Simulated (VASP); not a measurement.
Input of a VASP 6.6.1 run:

The input INCAR:

```
SYSTEM = SnSe2
ALGO = Normal
EDIFF = 1E-6
ENCUT = 500
GGA = PS
GGA_COMPAT = .FALSE.
ISIF = 2
ISMEAR = 0
LASPH = .TRUE.
LCHARG = .TRUE.
LELF = .TRUE.
LREAL = .FALSE.
LVHAR = .TRUE.
LWAVE = .FALSE.
NBANDS = 20
NELM = 120
PREC = Accurate
SIGMA = 0.01
```

File KPOINTS:

```
k-points
0
G
  6 6 4
  0 0 0
```

Contents of POSCAR:

```
SnSe2
1.0
    3.9340195200      0.0000000000      0.0000000000
   -1.9670097600      3.4069610355      0.0000000000
    0.0000000000      0.0000000000      6.3340707884
Sn Se
1 2
Direct
    0.0000000000      0.0000000000      0.0000000000
    0.3333333333      0.6666666667      0.2490000000
    0.6666666667      0.3333333333      0.7510000000
```

Potentials or basis: VASP PAW PBE potentials, release 64 (Sn_d, Se).

Launch:

```bash
$ cat potpaw_PBE.64/Sn_d/POTCAR potpaw_PBE.64/Se/POTCAR > POTCAR
$ mpirun -np 1 vasp_std > vasp.out
```

(1) Predict the largest force.

(2) Estimate the pressure.

Answers

(1) 0.211 eV/Å.

(2) -3.2 GPa.

Caveat: the cell stands under tension; the PAW data sets were made with another functional, which shifts forces and pressure a little; this functional lacks dispersion, which binds the layers, so the pressure and a relaxed spacing across them are unreliable.
